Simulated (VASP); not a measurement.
# TiAl (Amm2) in VASP: further runs

TiAl is run at these levels: PBEsol; tasks: single point.

Program: VASP 6.6.1. These are calculated values, not measurements. Logs are shortened: lines on timing, memory, paths and dates and some standing lists are left out, and cuts for length are marked.

## Step 1: The cell of the first run

Symmetry: Amm2, No. 38, orthorhombic system. The conventional cell has a = 4.678 Å, b = 2.867 Å, c = 4.991 Å, α = 90.00°, β = 90.00°, γ = 90.00°. Ti (site symmetry mm2) has 6 Al at 2.87 Å and 6 Ti at 2.87 to 2.88 Å within 3.8 Å. Within 3.8 Å of Al (site symmetry mm2) lie 6 Ti at 2.87 Å and 6 Al at 2.87 to 2.88 Å.

## Step 2: Single point, PBEsol (strain +0.0050 x Voigt [0, 1, 0, 0, 0, 0])

Input file INCAR:

```
SYSTEM = TiAl
PREC = Accurate ; ENCUT = 520
EDIFF = 1E-7 ; ISMEAR = 0
SIGMA = 0.15 ; LREAL = .FALSE.
LASPH = .TRUE. ; NELM = 100
ALGO = Fast ; ISIF = 2
LWAVE = .FALSE. ; LCHARG = .TRUE.
GGA = PS ; LELF = .TRUE.
LVHAR = .TRUE. ; NBANDS = 14
```

Input file KPOINTS:

```
Automatic mesh
0
G
  18 18 10
  0 0 0
```

Input file POSCAR:

```
TiAl
1.0
    2.8672622327      0.0000000000      0.0000000000
   -1.4336311163      2.4955375425      0.0000000000
    0.0000000000      0.0000000000      4.6780830000
Ti Al
1 1
Direct
    0.0000000000      0.0000000000      0.0000000000
    0.3333333333      0.6666666667      0.5000000000
```

Potentials or basis: VASP PAW PBE potentials, release 64 (Ti_sv, Al).

On the command line:

```bash
> cat potpaw_PBE.64/Ti_sv/POTCAR potpaw_PBE.64/Al/POTCAR > POTCAR
> mpirun -np 1 vasp_std > vasp.out
```

OUTCAR:

```text
SYSTEM = TiAl
   PREC = Accurate
   ENCUT = 520
   EDIFF = 1E-7
   ISMEAR = 0
   LREAL = .FALSE.
   LASPH = .TRUE.
   NELM = 100
   ISIF = 2
   GGA = PS

 ion  position               nearest neighbor table
   1  0.000  0.000  0.000-   2 2.87   2 2.87   2 2.87   2 2.87   2 2.87   2 2.87
   2  0.333  0.667  0.500-   1 2.87   1 2.87   1 2.87   1 2.87   1 2.87   1 2.87

  LATTYP: Found a base centered orthorhombic cell.
 ALAT       =     2.8672622327
 B/A-ratio  =     1.7407110616
 C/A-ratio  =     1.6315504549

  Lattice vectors:

 A1 = (   1.4336311163,  -2.4955375425,   0.0000000000)
 A2 = (   1.4336311164,   2.4955375425,   0.0000000000)
 A3 = (   0.0000000000,   0.0000000000,   4.6780830000)

Analysis of symmetry for initial positions (statically):
=====================================================================
 Subroutine PRICEL returns:
 Original cell was already a primitive cell.

 Routine SETGRP: Setting up the symmetry group for a
 base centered orthorhombic supercell.

 Subroutine GETGRP returns: Found  4 space group operations
 (whereof  4 operations were pure point group operations)
 out of a pool of  8 trial point group operations.

The static configuration has the point symmetry C_2v.

Analysis of symmetry for dynamics (positions and initial velocities):
=====================================================================
 Subroutine PRICEL returns:
 Original cell was already a primitive cell.

 Routine SETGRP: Setting up the symmetry group for a
 base centered orthorhombic supercell.

 Subroutine GETGRP returns: Found  4 space group operations
 (whereof  4 operations were pure point group operations)
 out of a pool of  8 trial point group operations.

The dynamic configuration has the point symmetry C_2v.

 Subroutine INISYM returns: Found  4 space group operations
 (whereof  4 operations are pure point group operations),
 and found     1 'primitive' translations

----------------------------------------------------------------------------------------

                                     Primitive cell

  volume of cell :      33.4734

  direct lattice vectors                    reciprocal lattice vectors
     2.867262233  0.000000000  0.000000000     0.348764751  0.200357635  0.000000000
    -1.433631116  2.495537543  0.000000000     0.000000000  0.400715270  0.000000000
     0.000000000  0.000000000  4.678083000     0.000000000  0.000000000  0.213762774

  length of vectors
     2.867262233  2.878021161  4.678083000     0.402218888  0.400715270  0.213762774

  position of ions in fractional coordinates (direct lattice)
     0.000000000  0.000000000  0.000000000
     0.333333333  0.666666667  0.500000000

  ion indices of the primitive-cell ions
   primitive index   ion index
                 1           1
                 2           2

----------------------------------------------------------------------------------------

 KPOINTS: Automatic mesh

Automatic generation of k-mesh.
 Grid dimensions read from file:
 generate k-points for:   18   18   10

 Generating k-lattice:

  Cartesian coordinates                     Fractional coordinates (reciprocal lattice)
     0.019375820  0.011130980  0.000000000     0.055555556  0.000000000  0.000000000
     0.000000000  0.022261959  0.000000000     0.000000000  0.055555556  0.000000000
     0.000000000  0.000000000  0.021376277     0.000000000  0.000000000  0.100000000

  Length of vectors
     0.022345494  0.022261959  0.021376277

  Shift w.r.t. Gamma in fractional coordinates (k-lattice)
     0.000000000  0.000000000  0.000000000

 Subroutine IBZKPT returns following result:
 ===========================================

 Found    546 irreducible k-points:

 Following reciprocal coordinates:
            Coordinates               Weight
  0.000000  0.000000  0.000000      1.000000
  0.055556  0.000000  0.000000      4.000000
  0.111111  0.000000  0.000000      4.000000
  0.166667  0.000000  0.000000      4.000000
  0.222222  0.000000  0.000000      4.000000
  0.277778  0.000000  0.000000      4.000000
[... 16 lines left out ...]
 -0.333333  0.055556  0.000000      4.000000
 -0.277778  0.055556  0.000000      4.000000
 [... further k-points ...]
   k-points           NKPTS =    546   k-points in BZ     NKDIM =    546   number of bands    NBANDS=     14
   number of dos      NEDOS =    301   number of ions     NIONS =      2
   total plane-waves  NPLWV =  20736
   dimension x,y,z NGX =    24 NGY =   24 NGZ =   36
   dimension x,y,z NGXF=    48 NGYF=   48 NGZF=   72
   ions per type =               1   1
   NGX,Y,Z   is equivalent  to a cutoff of  13.92, 13.86, 12.79 a.u.
   NGXF,Y,Z  is equivalent  to a cutoff of  27.83, 27.73, 25.59 a.u.
 SYSTEM =  TiAl
   PREC   = accura    normal or accurate (medium, high low for compatibility)
   ISTART =      0    job   : 0-new  1-cont  2-samecut
   ICHARG =      2    charge: 1-file 2-atom 10-const
   ISPIN  =      1    spin polarized calculation?
   LNONCOLLINEAR =      F non collinear calculations
   LSORBIT =      F    spin-orbit coupling
   LASPH  =      T    aspherical Exc in radial PAW
   ENCUT  =  520.0 eV  38.22 Ry    6.18 a.u.   5.33  5.35  8.70*2*pi/ulx,y,z
   NELM   =    100;   NELMIN=  2; NELMDL= -5     # of ELM steps
   EDIFF  = 0.1E-06   stopping-criterion for ELM
   LREAL  =      F    real-space projection
   EDIFFG = 0.1E-05   stopping-criterion for IOM
   NSW    =      0    number of steps for IOM
   IBRION =     -1    ionic relax: 0-MD 1-quasi-New 2-CG
   NFREE  =      0    steps in history (QN), initial steepest desc. (CG)
   ISIF   =      2    stress and relaxation
   ISYM   =      2    0-nonsym 1-usesym 2-fastsym
   POTIM  = 0.5000    time-step for ionic-motion
   TEBEG  =    0.0;   TEEND  =   0.0 temperature during run
   PSTRESS=    0.0 pullay stress
   NELECT =      15.0000    total number of electrons
   NUPDOWN=      -1.0000    fix difference up-down
   EMIN   =  10.00;   EMAX   =-10.00  energy-range for DOS
   EFERMI =   0.00;   METHOD = LEGACY
   ISMEAR =     0;   SIGMA  =   0.15  broadening in eV -4-tet -1-fermi 0-gaus
   EFERMI_NEDOS =   21; number of points for ismear=-14 and -15
   IALGO  =     68    algorithm
   IMIX   =      4    mixing-type and parameters
     AMIX     =   0.40;   BMIX     =  1.00
     AMIX_MAG =   1.60;   BMIX_MAG =  1.00
  volume/ion in A,a.u.               =      16.74       112.94
  Fermi-wavevector in a.u.,A,eV,Ry     =   1.252772  2.367396 21.353502  1.569438
  Thomas-Fermi vector in A             =   2.386657
   LORBIT       =      0    0 simple, 1 ext, 2 COOP (PROOUT), +10 PAW based schemes
   GGA     = PS    functional components
   LHFCALC =     F    Hartree Fock is set to
   AEXX    =    0.0000 exact exchange contribution
   IVDW    =     0    specifies the selected vdW correction
   LEPSILON=     F    determine dielectric tensor
   LRPA    =     F    only Hartree local field effects (RPA)
 non-spin polarized calculation
 RMM-DIIS sequential band-by-band and
 Gauss-broadening in eV      SIGMA  =   0.15
  energy-cutoff  :      520.00
  volume of cell :       33.47
 maximum number of plane-waves:       919
 NGX is ok and might be reduce to    24
   NGX = 11   NGY = 11   NGZ = 17

 number of electron      15.0000000 magnetization

 Free energy of the ion-electron system (eV)
  ---------------------------------------------------
  ext. energy  EPLUGINS =         0.00000000
  ---------------------------------------------------
  free energy    TOTEN  =       -12.93641504 eV

  energy without entropy =      -12.90824239  energy(sigma->0) =      -12.92232871

 E-fermi :   7.7214     XC(G=0): -11.0115

 val. band max:        7.7212626933   @ k =   0.3333   0.3333   0.3000
 cond. band min:       7.7216939294   @ k =   0.2222   0.0000   0.4000
 fundamental gap:      0.0004312361
 Fermi energy:         7.7214192271

 k-point     1 :       0.0000    0.0000    0.0000
  band No.  band energies     occupation
      1     -48.5840      2.00000
      2     -25.0061      2.00000
      3     -24.5909      2.00000
      4     -24.5854      2.00000
      5      -1.1691      2.00000
      6       5.4325      2.00000
      7       5.9201      2.00000
      8       8.9593      0.00000
      9       9.0226      0.00000
     10      10.4485      0.00000
     11      10.4637      0.00000
     12      11.6185      0.00000
     13      20.4694      0.00000
     14      20.5969      0.00000

 k-point     2 :       0.0556    0.0000    0.0000
  band No.  band energies     occupation
      1     -48.5812      2.00000
      2     -25.0033      2.00000
      3     -24.6050      2.00000
      4     -24.5932      2.00000
      5      -1.0925      2.00000
      6       5.5166      2.00000
      7       5.9294      2.00000
      8       8.9257      0.00000
      9       9.0439      0.00000
     10      10.4300      0.00000
     11      10.4782      0.00000
     12      11.6362      0.00000
     13      19.2707      0.00000
     14      19.7286      0.00000

 k-point     3 :       0.1111    0.0000    0.0000
  band No.  band energies     occupation
      1     -48.5731      2.00000
      2     -24.9952      2.00000
      3     -24.6556      2.00000
      4     -24.6051      2.00000
      5      -0.8637      2.00000
      6       5.7583      2.00000
      7       5.9560      2.00000
      8       8.7258      0.00000
      9       9.2230      0.00000
     10      10.3691      0.00000
     11      10.5328      0.00000
     12      11.6860      0.00000
     13      17.4343      0.00000
     14      18.8068      0.00000
[... 324 lines left out ...]
 k-point    23 :      -0.3333    0.0556    0.0000
  band No.  band energies     occupation
      1     -48.5194      2.00000
      2     -24.9757      2.00000
      3     -24.9422      2.00000
      4     -24.6867      2.00000
      5       1.1211      2.00000
      6       6.1338      2.00000
      7       6.8371      2.00000
      8       7.8068      0.42088
      9       9.8986      0.00000
     10      10.5354      0.00000
     11      11.2194      0.00000
     12      11.6759      0.00000
     13      12.6816      0.00000
     14      15.6470      0.00000

 k-point    24 :      -0.2778    0.0556    0.0000
  band No.  band energies     occupation
      1     -48.5354      2.00000
      2     -24.9580      2.00000
      3     -24.8818      2.00000
      4     -24.6628      2.00000
      5       0.4020      2.00000
      6       6.0801      2.00000
      7       6.7328      2.00000
      8       7.9878      0.01201
      9      10.0381      0.00000
     10      10.1525      0.00000
     11      10.9558      0.00000
     12      11.8331      0.00000
     13      13.4193      0.00000
     14      16.1739      0.00000

 [... further k-points ...]
[... 5 lines left out ...]
  --------------------------------------------------------------------------------------
  -------------------------------------------------------------------------------------
  Total       -0.5791175     -0.6657305     -0.8401431     -0.0000000      0.0000000      0.0000000
  in kB      -27.7190149    -31.8646835    -40.2128078     -0.0000000      0.0000000      0.0000000
  external PRESSURE =     -33.2655021 kB  Pullay stress =       0.0000000 kB

 VOLUME and BASIS-vectors are now :
 -----------------------------------------------------------------------------
  energy-cutoff  :      520.00
  volume of cell :       33.47
      direct lattice vectors                 reciprocal lattice vectors
     2.867262233  0.000000000  0.000000000     0.348764751  0.200357635  0.000000000
    -1.433631116  2.495537543  0.000000000     0.000000000  0.400715270  0.000000000
     0.000000000  0.000000000  4.678083000     0.000000000  0.000000000  0.213762774

 POSITION                                       TOTAL-FORCE (eV/Angst)
 -----------------------------------------------------------------------------------
      0.00000      0.00000      0.00000         0.000000      0.014497      0.000000
     -0.00000      1.66369      2.33904        -0.000000     -0.014497      0.000000
 -----------------------------------------------------------------------------------
    total drift:                                0.000000     -0.000068      0.000000

  FREE ENERGIE OF THE ION-ELECTRON SYSTEM (eV)
  ---------------------------------------------------
  free  energy   TOTEN  =       -12.9364150444 eV

  energy  without entropy=      -12.9082423853  energy(sigma->0) =      -12.92232871
```

Wall time 4 min (1 thread of Intel Xeon 6975P-C (Granite Rapids), shared host); peak memory 0.37 GiB.

Results:

| Item | Value |
| --- | --- |
| Free energy | -12.9364 eV |
| Pressure | -3.3 GPa |
| Largest force | 0.014 eV/Å |
| Band gap on the k mesh | zero (an odd number of electrons rules out a gap without spin polarisation) |

Forces on the atoms (eV/Å):
```
Ti   0.000  0.014  0.000
Al   0.000 -0.014  0.000
```

Levels at points of the mesh, in eV from the Fermi level:
| k point | band 5 | band 6 | band 7 | band 8 | band 9 | band 10 | band 11 | band 12 |
| --- | --- | --- | --- | --- | --- | --- | --- | --- |
| (0.00, 0.00, 0.00) | -8.89 | -2.29 | -1.80 | 1.24 | 1.30 | 2.73 | 2.74 | 3.90 |
| (0.50, 0.00, 0.00) | -3.68 | -2.80 | -1.51 | -0.97 | 2.06 | 3.93 | 4.06 | 4.15 |
| (0.00, 0.50, 0.00) | -3.71 | -2.84 | -1.53 | -0.98 | 2.09 | 3.92 | 4.05 | 4.11 |
| (0.00, 0.00, 0.50) | -7.99 | -5.26 | -0.42 | 1.25 | 1.31 | 2.65 | 2.67 | 6.79 |
| (0.50, 0.00, 0.50) | -3.62 | -2.38 | -1.81 | 0.54 | 0.95 | 1.86 | 2.93 | 3.93 |
| (0.00, 0.50, 0.50) | -3.65 | -2.41 | -1.82 | 0.49 | 0.94 | 1.90 | 2.91 | 3.92 |

Caveat: the cell differs from its parent crystal (strain +0.0050 x Voigt [0, 1, 0, 0, 0, 0]); the cell stands under tension; the PAW data sets were made with another functional, which shifts forces and pressure a little.

## Step 3: Single point, PBEsol (strain +0.0100 x Voigt [0, 1, 0, 0, 0, 0])

Input file INCAR:

```
ALGO = Fast
EDIFF = 1E-6
ENCUT = 520
GGA = PS
ISIF = 2
ISMEAR = 0
LASPH = True
LCHARG = True
LELF = True
LREAL = False
LVHAR = True
LWAVE = False
NBANDS = 14
NELM = 100
PREC = Accurate
SIGMA = 0.15
```

Input file KPOINTS:

```
k-points
0
Gamma
  18 18 10
```

Edit POSCAR of step 2 so:

```diff
@@ -3,3 +3,3 @@
     2.8672622327      0.0000000000      0.0000000000
-   -1.4336311163      2.4955375425      0.0000000000
+   -1.4336311163      2.5079531522      0.0000000000
     0.0000000000      0.0000000000      4.6780830000
```

Potentials or basis: VASP PAW PBE potentials, release 64 (Ti_sv, Al).

On the command line:

```bash
> cat potpaw_PBE.64/Ti_sv/POTCAR potpaw_PBE.64/Al/POTCAR > POTCAR
> mpirun -np 1 vasp_std > vasp.out
```

Wall time 3.3 min (1 thread of Intel Xeon 6975P-C (Granite Rapids), shared host); peak memory 0.38 GiB.

Results (log left out):

- Free energy: -12.9328 eV
- Pressure: -3.8 GPa
- Largest force: 0.029 eV/Å
- Band gap on the k mesh: zero (an odd number of electrons rules out a gap without spin polarisation)

Forces on the atoms (eV/Å):
```
Ti   0.000  0.029  0.000
Al   0.000 -0.029  0.000
```

Stress tensor (GPa, compression positive):
```
-3.09  0.00  0.00
 0.00 -3.91  0.00
 0.00  0.00 -4.29
```

Levels at points of the mesh, in eV from the Fermi level:
| k point | band 5 | band 6 | band 7 | band 8 | band 9 | band 10 | band 11 | band 12 |
| --- | --- | --- | --- | --- | --- | --- | --- | --- |
| (0.00, 0.00, 0.00) | -8.86 | -2.27 | -1.78 | 1.20 | 1.32 | 2.70 | 2.73 | 3.90 |
| (0.50, 0.00, 0.00) | -3.66 | -2.78 | -1.50 | -0.96 | 2.04 | 3.89 | 4.04 | 4.16 |
| (0.00, 0.50, 0.00) | -3.72 | -2.88 | -1.52 | -0.97 | 2.10 | 3.88 | 4.03 | 4.09 |
| (0.00, 0.00, 0.50) | -7.96 | -5.24 | -0.40 | 1.21 | 1.34 | 2.62 | 2.65 | 6.81 |
| (0.50, 0.00, 0.50) | -3.60 | -2.36 | -1.80 | 0.54 | 0.96 | 1.83 | 2.94 | 3.90 |
| (0.00, 0.50, 0.50) | -3.66 | -2.43 | -1.81 | 0.45 | 0.92 | 1.90 | 2.90 | 3.88 |

Caveat: the cell differs from its parent crystal (strain +0.0100 x Voigt [0, 1, 0, 0, 0, 0]); the cell stands under tension; the PAW data sets were made with another functional, which shifts forces and pressure a little.

## Step 4: Single point, PBEsol (strain +0.0150 x Voigt [0, 1, 0, 0, 0, 0])

Input file INCAR:

```
SYSTEM = TiAl
PREC = Accurate
ENCUT = 520
EDIFF = 1E-6
ISMEAR = 0
SIGMA = 0.15
LREAL = .FALSE.
LASPH = .TRUE.
NELM = 100
ALGO = Fast
ISIF = 2
LWAVE = .FALSE.
LCHARG = .FALSE.
GGA = PS
NBANDS = 14
```

Input file KPOINTS:

```
Automatic mesh
0
G
  18 18 10
  0 0 0
```

Edit POSCAR of step 3 so:

```diff
@@ -3,3 +3,3 @@
     2.8672622327      0.0000000000      0.0000000000
-   -1.4336311163      2.5079531522      0.0000000000
+   -1.4336311163      2.5203687618      0.0000000000
     0.0000000000      0.0000000000      4.6780830000
```

On the command line:

```bash
> cat potpaw_PBE.64/Ti_sv/POTCAR potpaw_PBE.64/Al/POTCAR > POTCAR
> mpirun -np 1 vasp_std > vasp.out
```

It took 3.8 min on 1 thread of Intel Xeon 6975P-C (Granite Rapids), shared host; peak memory 0.37 GiB.

Results (log left out):

| Item | Value |
| --- | --- |
| Free energy | -12.9283 eV |
| Pressure | -4.3 GPa |
| Largest force | 0.042 eV/Å |
| Band gap on the k mesh | zero (an odd number of electrons rules out a gap without spin polarisation) |

Forces in eV/Å, atoms in the order of the input:
```
Ti   0.000  0.042  0.000
Al   0.000 -0.042  0.000
```

Stress tensor (GPa, compression positive):
```
-3.49  0.00  0.00
 0.00 -4.73  0.00
 0.00  0.00 -4.65
```

Levels at points of the mesh, in eV from the Fermi level:
| k point | band 4 | band 5 | band 6 | band 7 | band 8 | band 9 | band 10 | band 11 | band 12 | band 13 |
| --- | --- | --- | --- | --- | --- | --- | --- | --- | --- | --- |
| (0.00, 0.00, 0.00) | -32.34 | -8.83 | -2.26 | -1.76 | 1.16 | 1.35 | 2.66 | 2.71 | 3.90 | 12.48 |
| (0.50, 0.00, 0.00) | -32.48 | -3.64 | -2.77 | -1.48 | -0.95 | 2.01 | 3.86 | 4.02 | 4.17 | 5.35 |
| (0.00, 0.50, 0.00) | -32.45 | -3.73 | -2.91 | -1.51 | -0.96 | 2.10 | 3.84 | 4.01 | 4.06 | 5.20 |
| (0.00, 0.00, 0.50) | -32.34 | -7.93 | -5.23 | -0.38 | 1.18 | 1.36 | 2.58 | 2.64 | 6.84 | 10.92 |
| (0.50, 0.00, 0.50) | -32.48 | -3.58 | -2.34 | -1.79 | 0.54 | 0.97 | 1.80 | 2.95 | 3.87 | 6.45 |
| (0.00, 0.50, 0.50) | -32.45 | -3.68 | -2.44 | -1.80 | 0.41 | 0.91 | 1.91 | 2.89 | 3.84 | 6.34 |

Caveat: the cell differs from its parent crystal (strain +0.0150 x Voigt [0, 1, 0, 0, 0, 0]); the cell stands under tension; the PAW data sets were made with another functional, which shifts forces and pressure a little.

## Step 5: The runs side by side

| cell | further INCAR settings | gap on the mesh (eV) | pressure (GPa) | largest force (eV/Å) |
| --- | --- | --- | --- | --- |
| a = 2.867, b = 2.878, c = 4.678 Å, angles 90.0, 90.0, 119.9°, 2 atoms | ALGO = Fast; EDIFF = 1e-07; NBANDS = 14 | none | -3.3 | 0.01 |
| a = 2.867, b = 2.889, c = 4.678 Å, angles 90.0, 90.0, 119.8°, 2 atoms | ALGO = Fast; EDIFF = 1e-06; NBANDS = 14 | none | -3.8 | 0.03 |
| a = 2.867, b = 2.900, c = 4.678 Å, angles 90.0, 90.0, 119.6°, 2 atoms | ALGO = Fast; EDIFF = 1e-06; NBANDS = 14 | none | -4.3 | 0.04 |

Alike in all rows: task single point; level PBEsol; potentials or basis VASP PAW PBE potentials, release 64 (Ti_sv, Al); no spin polarisation; k mesh 18 × 18 × 10; cutoff (eV) 520; smearing gaussian 0.15 eV.

Caveats: the cell stands under tension; the PAW data sets were made with another functional, which shifts forces and pressure a little.

Absolute energies hang on the potentials; compare differences alone.
